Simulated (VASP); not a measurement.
A run of VASP 6.6.1 is set up as follows.

INCAR

```
PREC = Accurate ; ENCUT = 520
EDIFF = 1E-7 ; ISMEAR = 0
SIGMA = 0.05 ; LREAL = F
LASPH = T ; NELM = 60
ALGO = Normal ; ISIF = 2
LWAVE = F ; LCHARG = F
GGA = PE ; NBANDS = 15
```

KPOINTS

```
regular mesh
0
Gamma
  6 6 4
```

File POSCAR:

```
MgI2
1.0
    4.0918639477      0.0000000000      0.0000000000
   -2.0459319739      3.5436581276      0.0000000000
    0.0000000000      0.0000000000      7.5975677033
Mg I
1 2
Direct
    0.0000000000      0.0000000000      0.0000000000
    0.3333333333      0.6666666667      0.7858667836
    0.6666666667      0.3333333333      0.2141332164
```

Potentials or basis: VASP PAW PBE potentials, release 64 (Mg, I).

Command:

```bash
$ cat potpaw_PBE.64/Mg/POTCAR potpaw_PBE.64/I/POTCAR > POTCAR
$ mpirun -np 1 vasp_std > vasp.out
```

What does it give for the pressure?

2.4 GPa.

Estimate the largest force.

0.449 eV/Å.

What does it give for the band gap on the k mesh?

3.68 eV, indirect (least direct gap 4.01 eV).

Stress tensor (GPa, compression positive):
```
2.49 0.00 0.00
0.00 2.49 0.00
0.00 0.00 2.20
```

Caveat: spin-orbit coupling is left out, which moves the levels of the heavy elements; this functional lacks dispersion, which binds the layers, so the pressure and a relaxed spacing across them are unreliable. Expect the measured gap to be larger: semilocal functionals such as PBE lack the derivative discontinuity.
